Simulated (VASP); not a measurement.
# CdSe (Fm-3m) in VASP: settings compared, part 2 of 2

VASP 6.6.1.

### 3 Single point, PBE-based screened hybrid with 25 % exact exchange

This run uses another cell than the first one, of 23.24 Å³/atom.

Input file POSCAR:

```
CdSe
1.0
    0.0000000000      2.8536527404      2.8536527404
    2.8536527404      0.0000000000      2.8536527404
    2.8536527404      2.8536527404      0.0000000000
Cd Se
1 1
Direct
    0.0000000000      0.0000000000      0.0000000000
    0.5000000000      0.5000000000      0.5000000000
```

Input file INCAR.step1:

```
ALGO     = Normal         # electronic algorithm
EDIFF    = 1E-5           # SCF threshold, eV
ENCUT    = 520            # plane-wave cutoff, eV
GGA      = PE             # functional
ISIF     = 2              # what is computed and relaxed
ISMEAR   = -1             # smearing method
LASPH    = T              # aspherical terms in the spheres
LCHARG   = F              # write CHGCAR
LREAL    = F              # projectors in reciprocal space
LWAVE    = T              # write WAVECAR
NBANDS   = 16             # bands
NELM     = 60             # most SCF steps
PREC     = Accurate       # precision mode
SIGMA    = 0.05           # smearing width, eV
```

Input file INCAR.step2:

```
AEXX     = 0.25           # exact-exchange fraction
ALGO     = Normal         # electronic algorithm
EDIFF    = 1E-6           # SCF threshold, eV
ENCUT    = 520            # plane-wave cutoff, eV
GGA      = PE             # functional
HFSCREEN = 0.3            # screening, 1/A
ISIF     = 2              # what is computed and relaxed
ISMEAR   = -1             # smearing method
ISTART   = 1            
LASPH    = T              # aspherical terms in the spheres
LCHARG   = F              # write CHGCAR
LHFCALC  = T              # exact exchange
LREAL    = F              # projectors in reciprocal space
LWAVE    = F              # write WAVECAR
NBANDS   = 16             # bands
NELM     = 60             # most SCF steps
PREC     = Accurate       # precision mode
PRECFOCK = Normal       
SIGMA    = 0.05           # smearing width, eV
```

Input file KPOINTS:

```
k-points
0
Gamma
  4 4 4
```

Potentials or basis: VASP PAW PBE potentials, release 64 (Cd, Se).

Run with:

```console
$ cat potpaw_PBE.64/Cd/POTCAR potpaw_PBE.64/Se/POTCAR > POTCAR
$ cp INCAR.step1 INCAR
$ mpirun -np 1 vasp_std > vasp.out
$ cp INCAR.step2 INCAR
$ mpirun -np 1 vasp_std > vasp.out
```

OUTCAR:

```text
AEXX = 0.25
   EDIFF = 1E-6
   ENCUT = 520
   GGA = PE
   HFSCREEN = 0.3
   ISIF = 2
   ISMEAR = -1
   ISTART = 1
   LASPH = T
   LHFCALC = T
   LREAL = F
   NELM = 60
   PREC = Accurate
   PRECFOCK = Normal

 ion  position               nearest neighbor table
   1  0.000  0.000  0.000-   2 2.85   2 2.85   2 2.85   2 2.85   2 2.85   2 2.85
   2  0.500  0.500  0.500-   1 2.85   1 2.85   1 2.85   1 2.85   1 2.85   1 2.85

  LATTYP: Found a face centered cubic cell.
 ALAT       =     5.7073054808

  Lattice vectors:

 A1 = (   0.0000000000,   2.8536527404,   2.8536527404)
 A2 = (   2.8536527404,   0.0000000000,   2.8536527404)
 A3 = (   2.8536527404,   2.8536527404,   0.0000000000)

Analysis of symmetry for initial positions (statically):
=====================================================================
 Subroutine PRICEL returns:
 Original cell was already a primitive cell.

 Routine SETGRP: Setting up the symmetry group for a
 face centered cubic supercell.

 Subroutine GETGRP returns: Found 48 space group operations
 (whereof 48 operations were pure point group operations)
 out of a pool of 48 trial point group operations.

[... 151 lines left out ...]
  energy without entropy =       -6.23091361  energy(sigma->0) =       -6.23341855

 E-fermi :   2.1188     XC(G=0):  -8.4945

 val. band max:        1.9747580996   @ k =   0.5000   0.0000   0.0000
 cond. band min:       2.2040168697   @ k =   0.5000   0.5000   0.0000
 fundamental gap:      0.2292587701
 Fermi energy:         2.1188019637

 k-point     1 :       0.0000    0.0000    0.0000
  band No.  band energies     occupation
      1     -12.0513      2.00000
      2      -7.2230      2.00000
      3      -7.2230      2.00000
      4      -7.1865      2.00000
      5      -7.1865      2.00000
      6      -7.1865      2.00000
[... 129 lines left out ...]
      3      -7.1722      2.00000
      4      -7.1722      2.00000
      5      -6.9965      2.00000
      6      -6.5486      2.00000
[... 8 lines left out ...]
     15      15.2521      0.00000
     16      18.0664      0.00000

------------------------ aborting loop because EDIFF is reached ----------------------------------------

  FORCE on cell =-STRESS in cart. coord.  units (eV):
  Direction    XX          YY          ZZ          XY          YZ          ZX
  --------------------------------------------------------------------------------------
  -------------------------------------------------------------------------------------
  Total        0.0527345      0.0527345      0.0527345      0.0000000      0.0000000      0.0000000
  in kB        1.8179098      1.8179098      1.8179098      0.0000000      0.0000000      0.0000000
  external PRESSURE =       1.8179098 kB  Pullay stress =       0.0000000 kB

 VOLUME and BASIS-vectors are now :
 -----------------------------------------------------------------------------
  energy-cutoff  :      520.00
  volume of cell :       46.48
      direct lattice vectors                 reciprocal lattice vectors
     0.000000000  2.853652740  2.853652740    -0.175214031  0.175214031  0.175214031
     2.853652740  0.000000000  2.853652740     0.175214031 -0.175214031  0.175214031
     2.853652740  2.853652740  0.000000000     0.175214031  0.175214031 -0.175214031

 POSITION                                       TOTAL-FORCE (eV/Angst)
 -----------------------------------------------------------------------------------
      0.00000      0.00000      0.00000         0.000000     -0.000000      0.000000
      2.85365      2.85365      2.85365        -0.000000      0.000000     -0.000000
 -----------------------------------------------------------------------------------
    total drift:                               -0.000003     -0.000004     -0.000004

  FREE ENERGIE OF THE ION-ELECTRON SYSTEM (eV)
  ---------------------------------------------------
  free  energy   TOTEN  =        -6.2359234929 eV

  energy  without entropy=       -6.2309136110  energy(sigma->0) =       -6.23341855
```

OUTCAR.step1:

```text
EDIFF = 1E-5
   ENCUT = 520
   GGA = PE
   ISIF = 2
   ISMEAR = -1
[... 354 lines left out ...]
 -----------------------------------------------------------------------------------
      0.00000      0.00000      0.00000        -0.000000      0.000000     -0.000000
      2.85365      2.85365      2.85365         0.000000     -0.000000      0.000000
 -----------------------------------------------------------------------------------
    total drift:                               -0.000000      0.000000      0.000000

  FREE ENERGIE OF THE ION-ELECTRON SYSTEM (eV)
  ---------------------------------------------------
  free  energy   TOTEN  =        -5.1257666320 eV

  energy  without entropy=       -5.1151353119  energy(sigma->0) =       -5.12045097
```

Run time: 15 min. Hardware: 1 thread of Intel Xeon Platinum 8375C at 2.90GHz (Ice Lake), shared host; peak memory 0.27 GiB.

What came out:

| Item | Value |
| --- | --- |
| Free energy | -6.2359 eV |
| Pressure | 0.2 GPa |
| Band gap on the k mesh | 0.23 eV (least direct gap 1.54 eV) |

Caveat: the k points lie up to 0.48 Å⁻¹ apart; the PAW data sets were made with another functional, which shifts forces and pressure a little.

### 4 Single point, PBE-based screened hybrid with 25 % exact exchange

This run uses another cell than the first one, of 23.74 Å³/atom.

Input file POSCAR:

```
CdSe
1.0
    0.0000000000      2.8739580000      2.8739580000
    2.8739580000      0.0000000000      2.8739580000
    2.8739580000      2.8739580000      0.0000000000
Cd Se
1 1
Direct
    0.0000000000      0.0000000000      0.0000000000
    0.5000000000      0.5000000000      0.5000000000
```

Input file INCAR.step1:

```
SYSTEM = CdSe
ALGO = Normal ; EDIFF = 1E-5
ENCUT = 520 ; GGA = PE
ISIF = 2 ; ISMEAR = -1
LASPH = .TRUE. ; LREAL = .FALSE.
LWAVE = .TRUE. ; NBANDS = 16
NELM = 60 ; PREC = Accurate
SIGMA = 0.05
```

Input file INCAR.step2:

```
SYSTEM = CdSe
AEXX = 0.25 ; ALGO = Normal
EDIFF = 1E-6 ; ENCUT = 520
GGA = PE ; HFSCREEN = 0.3
ISIF = 2 ; ISMEAR = -1
ISTART = 1 ; LASPH = .TRUE.
LCHARG = .TRUE. ; LELF = .TRUE.
LHFCALC = .TRUE. ; LREAL = .FALSE.
LVHAR = .TRUE. ; LWAVE = .FALSE.
NBANDS = 16 ; NELM = 60
PREC = Accurate ; PRECFOCK = Normal
SIGMA = 0.05
```

Input file KPOINTS:

```
k-points
0
G
  4 4 4
  0 0 0
```

Run with:

```console
$ cat potpaw_PBE.64/Cd/POTCAR potpaw_PBE.64/Se/POTCAR > POTCAR
$ cp INCAR.step1 INCAR
$ mpirun -np 1 vasp_std > vasp.out
$ cp INCAR.step2 INCAR
$ mpirun -np 1 vasp_std > vasp.out
```

Run time: 18 min. Hardware: 1 thread of Intel Xeon Platinum 8375C at 2.90GHz (Ice Lake), shared host; peak memory 0.27 GiB.

The run converged. Its results:

```yaml
Free_energy: -6.2329 eV
Pressure: -1.2 GPa
Band_gap_on_the_k_mesh: 0.23 eV (least direct gap 1.41 eV)
```

Levels at points of the mesh, in eV from the valence-band top:
```
           k point  band 6  band 7  band 8  band 9  band 10  band 11  band 12  band 13
(0.00, 0.00, 0.00)   -9.13   -0.54   -0.54   -0.54     0.88     9.44     9.44     9.44
(0.50, 0.00, 0.00)   -9.00   -5.19    0.00    0.00     3.73     6.07     6.07     7.08
(0.50, 0.50, 0.00)   -8.37   -4.28   -2.09   -2.09     0.23     6.10    10.84    11.50
```

Caveat: the k points lie up to 0.47 Å⁻¹ apart; the PAW data sets were made with another functional, which shifts forces and pressure a little.

### 5 Single point, PBEsol-based screened hybrid with 25 % exact exchange

This run uses another cell than the first one, of 23.74 Å³/atom.

POSCAR is that of step 4.

Input file INCAR.step1:

```
SYSTEM = CdSe
PREC = Accurate ; ENCUT = 520
EDIFF = 1E-5 ; ISMEAR = -1
SIGMA = 0.05 ; LREAL = .False.
LASPH = .True. ; NELM = 100
ALGO = Normal ; ISIF = 2
LWAVE = .True. ; GGA = PE
NBANDS = 16
```

Input file INCAR.step2:

```
SYSTEM = CdSe
PREC = Accurate ; ENCUT = 520
EDIFF = 1E-6 ; ISMEAR = -1
SIGMA = 0.05 ; LREAL = .False.
LASPH = .True. ; NELM = 100
ALGO = Normal ; ISIF = 2
LWAVE = .False. ; LCHARG = .True.
GGA = PS ; LHFCALC = .True.
AEXX = 0.25 ; HFSCREEN = 0.207
PRECFOCK = Normal ; LELF = .True.
LVHAR = .True. ; ISTART = 1
NBANDS = 16
```

Input file KPOINTS:

```
regular mesh
0
Gamma
  4 4 4
  0 0 0
```

Run with:

```console
$ cat potpaw_PBE.64/Cd/POTCAR potpaw_PBE.64/Se/POTCAR > POTCAR
$ cp INCAR.step1 INCAR
$ mpirun -np 1 vasp_std > vasp.out
$ cp INCAR.step2 INCAR
$ mpirun -np 1 vasp_std > vasp.out
```

It took 12 min on 1 thread of Intel Xeon Platinum 8375C at 2.90GHz (Ice Lake), shared host; peak memory 0.27 GiB.

Results (log left out):

```yaml
Free_energy: -6.9383 eV
Pressure: -3.8 GPa
Band_gap_on_the_k_mesh: 0.27 eV (least direct gap 1.46 eV)
```

Levels at points of the mesh, in eV from the valence-band top:
```
           k point  band 5  band 6  band 7  band 8  band 9  band 10  band 11  band 12  band 13  band 14
(0.00, 0.00, 0.00)   -9.21   -9.21   -0.56   -0.56   -0.56     0.90     9.61     9.61     9.61    11.03
(0.50, 0.00, 0.00)   -9.08   -9.08   -5.33    0.00    0.00     3.79     6.18     6.18     7.25    12.27
(0.50, 0.50, 0.00)   -9.03   -8.44   -4.40   -2.15   -2.15     0.27     6.21    10.98    11.64    11.64
```

Caveat: the k points lie up to 0.47 Å⁻¹ apart; the PAW data sets were made with another functional, which shifts forces and pressure a little. A k mesh can miss the band edges.

### 6 Summary

```tsv
level	cell	screening parameter	gap on the mesh (eV)	pressure (GPa)
PBEsol-based screened hybrid with 25 % exact exchange	a = 3.982 Å, angles 60.0°, 2 atoms	0.207 1/Å	0.27	0.3
PBE-based screened hybrid with 25 % exact exchange	a = 4.036 Å, angles 60.0°, 2 atoms	0.3 1/Å	0.23	0.2
PBE-based screened hybrid with 25 % exact exchange	a = 4.064 Å, angles 60.0°, 2 atoms	0.3 1/Å	0.23	-1.2
PBEsol-based screened hybrid with 25 % exact exchange	a = 4.064 Å, angles 60.0°, 2 atoms	0.207 1/Å	0.27	-3.8
```

Alike in all rows: task single point; potentials or basis VASP PAW PBE potentials, release 64 (Cd, Se); no spin polarisation; k mesh 4 × 4 × 4; cutoff (eV) 520; smearing fermi-dirac 0.05 eV.

Caveats: all runs use coarse meshes; the PAW data sets were made with another functional, which shifts forces and pressure a little.

Total energies depend on the potentials used, so only differences within one code and one set of settings carry meaning.
